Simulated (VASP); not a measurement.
# Si16Au (a cell with a defect) in VASP: single point with LDA

Aim: the single point of Si16Au (a cell with a defect) with LDA.

All numbers are computed with VASP 6.6.1; they aren't measurements. Logs are shortened: lines on timing, memory, paths and dates and some standing lists are left out, and cuts for length are marked.

### 1 The cell of the first run

The cell holds a defect, 17 atoms: a = 7.640 Å, b = 7.640 Å, c = 7.640 Å, α = 60.00°, β = 60.00°, γ = 60.00°.

### 2 Single point, LDA

INCAR

```
PREC = Accurate
ENCUT = 520
EDIFF = 1E-7
ISMEAR = 0
SIGMA = 0.02
LREAL = Auto
LASPH = T
NELM = 100
ALGO = Normal
ISIF = 2
LWAVE = F
LCHARG = F
GGA = CA
NBANDS = 52
NELECT = 74.0
```

KPOINTS

```
regular mesh
0
Gamma
  3 3 3
```

POSCAR

```
Si16Au
1.0
    0.0000000000      5.4019422730     -5.4019422730
    5.4019422730      5.4019422730      0.0000000000
    5.4019422730      0.0000000000     -5.4019422730
Si Au
16 1
Direct
    0.1401147887      0.1334725481      0.1477659256
    0.1285706076      0.6439165441      0.1078667580
    0.5786466871      0.1477659256      0.1334725481
    0.6354410741      0.6295702227      0.1082445851
    0.1196461323      0.1078666655      0.6439164516
    0.1344882939      0.6106812760      0.6180889819
    0.6267441096      0.1082444925      0.6295703153
    0.6367414397      0.6180890745      0.6106811834
    0.2648701944      0.7544196687      0.2470151350
    0.2165320251      0.2834679496      0.2834679496
    0.7377763957      0.7664471945      0.2394147206
    0.7366651287      0.2633348207      0.2633348207
    0.2650567940      0.7349431555      0.7349431555
    0.2563616807      0.2394146280      0.7664472871
    0.7623612567      0.7376386675      0.7376388526
    0.7336949008      0.2470151350      0.7544196687
   -0.0366565376      0.0366567227      0.0366563525
```

Potentials or basis: VASP PAW LDA potentials, release 64 (Si, Au).

Command:

```
cat potpaw_LDA.64/Si/POTCAR potpaw_LDA.64/Au/POTCAR > POTCAR
mpirun -np 1 vasp_std > vasp.out
```

OUTCAR:

```text
PREC = Accurate
   ENCUT = 520
   EDIFF = 1E-7
   ISMEAR = 0
   LREAL = Auto
   LASPH = T
   NELM = 100
   ISIF = 2
   GGA = CA
   NELECT = 74.0

 ion  position               nearest neighbor table
   1  0.140  0.133  0.148-  10 2.28   9 2.37  14 2.39  17 2.42  12 2.52
   2  0.129  0.644  0.108-  10 2.28  13 2.34   9 2.41  11 2.44  17 2.48
   3  0.579  0.148  0.133-  10 2.28  16 2.37  11 2.39  17 2.42  12 2.52
   4  0.635  0.630  0.108-  12 2.30  15 2.31  11 2.31   9 2.31
   5  0.120  0.108  0.644-  10 2.28  13 2.34  16 2.41  14 2.44  17 2.48
   6  0.134  0.611  0.618-  13 2.32  15 2.32   9 2.32  14 2.32
   7  0.627  0.108  0.630-  12 2.30  15 2.31  14 2.31  16 2.31
   8  0.637  0.618  0.611-  13 2.32  15 2.32  16 2.32  11 2.32
   9  0.265  0.754  0.247-   4 2.31   6 2.32   1 2.37   2 2.41  17 2.79
  10  0.217  0.283  0.283-   1 2.28   3 2.28   5 2.28   2 2.28
  11  0.738  0.766  0.239-   4 2.31   8 2.32   3 2.39   2 2.44  17 2.71
  12  0.737  0.263  0.263-   4 2.30   7 2.30  17 2.45   3 2.52   1 2.52
  13  0.265  0.735  0.735-   6 2.32   8 2.32   5 2.34   2 2.34  17 3.26
  14  0.256  0.239  0.766-   7 2.31   6 2.32   1 2.39   5 2.44  17 2.71
  15  0.762  0.738  0.738-   4 2.31   7 2.31   6 2.32   8 2.32
  16  0.734  0.247  0.754-   7 2.31   8 2.32   3 2.37   5 2.41  17 2.79
  17  0.963  0.037  0.037-   1 2.42   3 2.42  12 2.45   5 2.48   2 2.48  14 2.71  11 2.71  16 2.79
                             9 2.79  13 3.26

  LATTYP: Found a face centered cubic cell.
 ALAT       =    10.8038845460

  Lattice vectors:

 A1 = (   0.0000000000,   5.4019422730,  -5.4019422730)
 A2 = (   5.4019422730,   5.4019422730,   0.0000000000)
 A3 = (   5.4019422730,   0.0000000000,  -5.4019422730)

Analysis of symmetry for initial positions (statically):
=====================================================================
 Subroutine PRICEL returns:
 Original cell was already a primitive cell.

 Routine SETGRP: Setting up the symmetry group for a
 face centered cubic supercell.

 Subroutine GETGRP returns: Found  2 space group operations
 (whereof  2 operations were pure point group operations)
 out of a pool of 48 trial point group operations.

The static configuration has the point symmetry C_2 .

Analysis of symmetry for dynamics (positions and initial velocities):
=====================================================================
 Subroutine PRICEL returns:
 Original cell was already a primitive cell.

 Routine SETGRP: Setting up the symmetry group for a
 face centered cubic supercell.

 Subroutine GETGRP returns: Found  2 space group operations
 (whereof  2 operations were pure point group operations)
 out of a pool of 48 trial point group operations.

The dynamic configuration has the point symmetry C_2 .

 Subroutine INISYM returns: Found  2 space group operations
 (whereof  2 operations are pure point group operations),
 and found     1 'primitive' translations

----------------------------------------------------------------------------------------

                                     Primitive cell

  volume of cell :     315.2679

  direct lattice vectors                    reciprocal lattice vectors
     0.000000000  5.401942273 -5.401942273    -0.092559301  0.092559301 -0.092559301
     5.401942273  5.401942273  0.000000000     0.092559301  0.092559301  0.092559301
     5.401942273  0.000000000 -5.401942273     0.092559301 -0.092559301 -0.092559301

  length of vectors
     7.639500026  7.639500026  7.639500026     0.160317412  0.160317412  0.160317412

  position of ions in fractional coordinates (direct lattice)
     0.140114789  0.133472548  0.147765926
     0.128570608  0.643916544  0.107866758
     0.578646687  0.147765926  0.133472548
     0.635441074  0.629570223  0.108244585
     0.119646132  0.107866665  0.643916452
     0.134488294  0.610681276  0.618088982
[... 9 lines left out ...]
     0.733694901  0.247015135  0.754419669
     0.963343462  0.036656723  0.036656353

  ion indices of the primitive-cell ions
   primitive index   ion index
                 1           1
                 2           2
                 3           3
                 4           4
                 5           5
                 6           6
[... 9 lines left out ...]
                16          16
                17          17

----------------------------------------------------------------------------------------

 KPOINTS: regular mesh

Automatic generation of k-mesh.
 Grid dimensions read from file:
 generate k-points for:    3    3    3

 Generating k-lattice:

  Cartesian coordinates                     Fractional coordinates (reciprocal lattice)
    -0.030853100  0.030853100 -0.030853100     0.333333333  0.000000000  0.000000000
     0.030853100  0.030853100  0.030853100     0.000000000  0.333333333  0.000000000
     0.030853100 -0.030853100 -0.030853100     0.000000000  0.000000000  0.333333333

  Length of vectors
     0.053439137  0.053439137  0.053439137

  Shift w.r.t. Gamma in fractional coordinates (k-lattice)
     0.000000000  0.000000000  0.000000000

 Subroutine IBZKPT returns following result:
 ===========================================

 Found     10 irreducible k-points:

 Following reciprocal coordinates:
            Coordinates               Weight
  0.000000  0.000000  0.000000      1.000000
  0.333333  0.000000  0.000000      4.000000
  0.000000  0.333333  0.000000      4.000000
  0.333333  0.333333  0.000000      2.000000
  0.000000  0.333333  0.333333      2.000000
  0.333333  0.000000  0.333333      2.000000
 -0.333333  0.333333  0.000000      4.000000
  0.000000 -0.333333  0.333333      2.000000
  0.333333  0.000000 -0.333333      4.000000
  0.333333 -0.333333 -0.333333      2.000000
   k-points           NKPTS =     10   k-points in BZ     NKDIM =     10   number of bands    NBANDS=     52
   number of dos      NEDOS =    301   number of ions     NIONS =     17
   total plane-waves  NPLWV = 216000
   dimension x,y,z NGX =    60 NGY =   60 NGZ =   60
   dimension x,y,z NGXF=   120 NGYF=  120 NGZF=  120
   ions per type =              16   1
   NGX,Y,Z   is equivalent  to a cutoff of  13.06, 13.06, 13.06 a.u.
   NGXF,Y,Z  is equivalent  to a cutoff of  26.11, 26.11, 26.11 a.u.
 SYSTEM =  unknown system
   PREC   = accura    normal or accurate (medium, high low for compatibility)
   ISTART =      0    job   : 0-new  1-cont  2-samecut
   ICHARG =      2    charge: 1-file 2-atom 10-const
   ISPIN  =      1    spin polarized calculation?
   LNONCOLLINEAR =      F non collinear calculations
   LSORBIT =      F    spin-orbit coupling
   LASPH  =      T    aspherical Exc in radial PAW
   ENCUT  =  520.0 eV  38.22 Ry    6.18 a.u.  14.20 14.20 14.20*2*pi/ulx,y,z
   NELM   =    100;   NELMIN=  2; NELMDL= -5     # of ELM steps
   EDIFF  = 0.1E-06   stopping-criterion for ELM
   LREAL  =      T    real-space projection
   EDIFFG = 0.1E-05   stopping-criterion for IOM
   NSW    =      0    number of steps for IOM
   IBRION =     -1    ionic relax: 0-MD 1-quasi-New 2-CG
   NFREE  =      0    steps in history (QN), initial steepest desc. (CG)
   ISIF   =      2    stress and relaxation
   ISYM   =      2    0-nonsym 1-usesym 2-fastsym
   POTIM  = 0.5000    time-step for ionic-motion
   TEBEG  =    0.0;   TEEND  =   0.0 temperature during run
   PSTRESS=    0.0 pullay stress
   NELECT =      74.0000    total number of electrons
   NUPDOWN=      -1.0000    fix difference up-down
   EMIN   =  10.00;   EMAX   =-10.00  energy-range for DOS
   EFERMI =   0.00;   METHOD = LEGACY
   ISMEAR =     0;   SIGMA  =   0.02  broadening in eV -4-tet -1-fermi 0-gaus
   EFERMI_NEDOS =   21; number of points for ismear=-14 and -15
   IALGO  =     38    algorithm
   IMIX   =      4    mixing-type and parameters
     AMIX     =   0.40;   BMIX     =  1.00
     AMIX_MAG =   1.60;   BMIX_MAG =  1.00
  volume/ion in A,a.u.               =      18.55       125.15
  Fermi-wavevector in a.u.,A,eV,Ry     =   1.009854  1.908348 13.875304  1.019806
  Thomas-Fermi vector in A             =   2.142808
   LORBIT       =      0    0 simple, 1 ext, 2 COOP (PROOUT), +10 PAW based schemes
   GGA     = CA    functional components
   LHFCALC =     F    Hartree Fock is set to
   AEXX    =    0.0000 exact exchange contribution
   IVDW    =     0    specifies the selected vdW correction
   LEPSILON=     F    determine dielectric tensor
   LRPA    =     F    only Hartree local field effects (RPA)
 non-spin polarized calculation
 Gauss-broadening in eV      SIGMA  =   0.02
  energy-cutoff  :      520.00
  volume of cell :      315.27
 maximum number of plane-waves:      8492
 NGX is ok and might be reduce to    60
   NGX = 29   NGY = 29   NGZ = 29

 number of electron      73.9999998 magnetization

 Free energy of the ion-electron system (eV)
  ---------------------------------------------------
  ext. energy  EPLUGINS =         0.00000000
  ---------------------------------------------------
  free energy    TOTEN  =      -104.19408474 eV

  energy without entropy =     -104.19408474  energy(sigma->0) =     -104.19408474

 E-fermi :   6.7903     XC(G=0):  -9.9971

 val. band max:        6.7094524197   @ k =   0.0000   0.0000   0.0000
 cond. band min:       6.8746784314   @ k =   0.0000   0.3333   0.0000
 fundamental gap:      0.1652260117
 Fermi energy:         6.7902774721

 k-point     1 :       0.0000    0.0000    0.0000
  band No.  band energies     occupation
      1      -5.8022      2.00000
      2      -3.3565      2.00000
      3      -3.2803      2.00000
      4      -3.2507      2.00000
      5      -3.2280      2.00000
      6      -2.1533      2.00000
[... 41 lines left out ...]
     48       8.9524      0.00000
     49       9.2443      0.00000

 k-point     2 :       0.3333    0.0000    0.0000
  band No.  band energies     occupation
      1      -5.4451      2.00000
      2      -4.3109      2.00000
      3      -3.3047      2.00000
      4      -3.1426      2.00000
      5      -3.1144      2.00000
      6      -2.6670      2.00000
[... 408 lines left out ...]
 k-point    10 :       0.3333   -0.3333   -0.3333
  band No.  band energies     occupation
      1      -4.9508      2.00000
      2      -4.4782      2.00000
      3      -4.2538      2.00000
      4      -3.3967      2.00000
      5      -3.3046      2.00000
      6      -2.5398      2.00000
[... 41 lines left out ...]
     48      10.1161      0.00000
     49      10.1733      0.00000
 [bands above 49 left out]

------------------------ aborting loop because EDIFF is reached ----------------------------------------

  FORCE on cell =-STRESS in cart. coord.  units (eV):
  Direction    XX          YY          ZZ          XY          YZ          ZX
  --------------------------------------------------------------------------------------
  -------------------------------------------------------------------------------------
  Total       -1.3301166     -3.2896000     -2.9033529      0.0000000     -1.3137026      0.0000000
  in kB       -6.7595922    -16.7175974    -14.7547071      0.0000000     -6.6761767      0.0000000
  external PRESSURE =     -12.7439656 kB  Pullay stress =       0.0000000 kB

 VOLUME and BASIS-vectors are now :
 -----------------------------------------------------------------------------
  energy-cutoff  :      520.00
  volume of cell :      315.27
      direct lattice vectors                 reciprocal lattice vectors
     0.000000000  5.401942273 -5.401942273    -0.092559301  0.092559301 -0.092559301
     5.401942273  5.401942273  0.000000000     0.092559301  0.092559301  0.092559301
     5.401942273  0.000000000 -5.401942273     0.092559301 -0.092559301 -0.092559301

 POSITION                                       TOTAL-FORCE (eV/Angst)
 -----------------------------------------------------------------------------------
      1.51923      1.47790     -1.55512         0.021923     -0.001714     -0.004068
      4.06109      4.17293     -1.27722        -0.016311     -0.003289     -0.038128
      1.51923      3.92404     -3.84683         0.021923      0.001714      0.004068
      3.98563      6.83352     -4.01735        -0.015433      0.015020      0.015116
      4.06109      1.22901     -4.12472        -0.016311      0.003289      0.038128
      6.63775      4.02536     -4.06538         0.018608     -0.011768      0.015028
[... 9 lines left out ...]
      5.40969      5.29774     -8.03871        -0.006977      0.010650      0.020517
      0.39603      5.40194     -5.40194        -0.006285      0.000000     -0.000000
 -----------------------------------------------------------------------------------
    total drift:                               -0.002973     -0.000313     -0.000474

  FREE ENERGIE OF THE ION-ELECTRON SYSTEM (eV)
  ---------------------------------------------------
  free  energy   TOTEN  =      -104.1940847374 eV

  energy  without entropy=     -104.1940847373  energy(sigma->0) =     -104.19408474
```

It took 3.5 min on 1 thread of Intel Xeon 6975P-C (Granite Rapids), shared host; peak memory 0.39 GiB.

Results:

- Free energy: -104.1941 eV
- Largest force: 0.048 eV/Å

Forces in eV/Å, atoms in the order of the input:
```
Si   0.022 -0.002 -0.004
Si  -0.016 -0.003 -0.038
Si   0.022  0.002  0.004
Si  -0.015  0.015  0.015
Si  -0.016  0.003  0.038
Si   0.019 -0.012  0.015
Si  -0.015 -0.015 -0.015
Si   0.019  0.012 -0.015
Si  -0.007 -0.011 -0.021
Si  -0.024  0.000  0.000
Si   0.002 -0.030  0.002
Si   0.048  0.000  0.000
Si  -0.028  0.000  0.000
Si   0.002  0.030 -0.002
Si   0.003  0.000  0.000
Si  -0.007  0.011  0.021
Au  -0.006  0.000  0.000
```

Levels at points of the mesh, in eV from the Fermi level:
```
           k point  band 34  band 35  band 36  band 37  band 38  band 39  band 40  band 41
(0.00, 0.00, 0.00)    -0.72    -0.48    -0.37    -0.08     0.23     0.41     0.53     0.65
```

Caveat: the cell carries a net charge on a neutralising background, which shifts energy and pressure; the cell is charged against a uniform background, so pressure and absolute levels hang on convention; spin-orbit coupling is left out, which moves the levels of the heavy elements.
